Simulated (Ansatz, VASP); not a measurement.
**Co in VASP and in Ansatz**

Contents of POSCAR:

```
Co
1.0
    3.8310126718      0.0000000000      0.0000000000
   -1.9155063359      3.3177542960      0.0000000000
    0.0000000000      0.0000000000      2.3438433238
Co
3
Direct
    0.0000000000      0.0000000000      0.0000000000
    0.3333333333      0.6666666667      0.5000000000
    0.6666666667      0.3333333333      0.5000000000
```

INCAR.step1

```
PREC = Accurate ; ENCUT = 520
ISMEAR = -1 ; SIGMA = 0.05
LREAL = F ; LASPH = T
NELM = 150 ; ISPIN = 2
MAGMOM = 1.847 1.93 1.93 ; LMAXMIX = 4
NBANDS = 24 ; GGA = PE
ALGO = Normal ; EDIFF = 1E-4
LWAVE = T ; LCHARG = F
```

File INCAR.step2:

```
PREC = Accurate ; ENCUT = 520
EDIFF = 1E-6 ; ISMEAR = -1
SIGMA = 0.05 ; LREAL = F
LASPH = T ; NELM = 150
ALGO = Normal ; ISIF = 2
LWAVE = F ; LCHARG = F
ISPIN = 2 ; MAGMOM = 1.847 1.93 1.93
LORBIT = 11 ; LMAXMIX = 4
METAGGA = R2SCAN ; LMIXTAU = T
NBANDS = 24 ; ISTART = 1
```

The input KPOINTS:

```
Automatic mesh
0
Gamma
  10 10 15
```

Input for Ansatz:

```yaml
crystal:
  lattice:
    - [3.8310126718, 0.0, 0.0]
    - [-1.9155063359, 3.317754296, 0.0]
    - [0.0, 0.0, 2.3438433238]
  atoms:
    - { symbol: Co, position: [0.0, 0.0, 0.0], spin: 1.847 }
    - { symbol: Co, position: [0.3333333333, 0.6666666667, 0.5], spin: 1.93 }
    - { symbol: Co, position: [0.6666666667, 0.3333333333, 0.5], spin: 1.93 }
hamiltonian:
  xc: r2scan
  pseudopotentials:
    kind: paw
    azcp:
      Co: "pseudopotentials/Co.paw.azcp"
basis:
  ecutwfc: 500
  fft_grid_basis: typed
kpoints:
  mp_grid: { grid: [10, 10, 15], shift: [0, 0, 0] }
magnetization:
  spin_polarized: true
scf:
  occupations: { method: fermi_dirac, width: 0.05 }
  lower_state_search: "off"
output:
  stress: true
```

Alike in both runs: task single point; functional r2SCAN; k mesh 10 × 10 × 15; occupations fermi-dirac, width 0.05 eV; collinear spin.

|  | VASP | Ansatz |
| --- | --- | --- |
| version | VASP 6.6.1 | Ansatz 0.2.0 |
| potentials or method | VASP PAW PBE potentials, release 64 (Co), cutoff 520 eV | plane waves (500 eV) with PAW, scalar-relativistic |
| valence electrons in the cell | 27 | 51 |

|  | VASP | Ansatz | Ansatz less VASP |
| --- | --- | --- | --- |
| pressure (GPa) | 22.3 | 22.5 | +0.23 |
| traceless stress, the component that is largest in VASP (GPa) | -0.10 | -0.16 | -0.054 |
| net moment per atom (μB) | 1.71 | 1.71 | +0.005 |
| size of the moment on the site where the two differ most (μB) | 1.68 | 1.76 | +0.089 |

VASP's potentials were made for PBE, not for r2SCAN. Site moments also hang on the region over which each program counts them. VASP's potentials hold 27 valence electrons a cell and Ansatz's 51, so a difference there can come from the potentials and not from the codes. Ansatz's warnings: stability check not made.
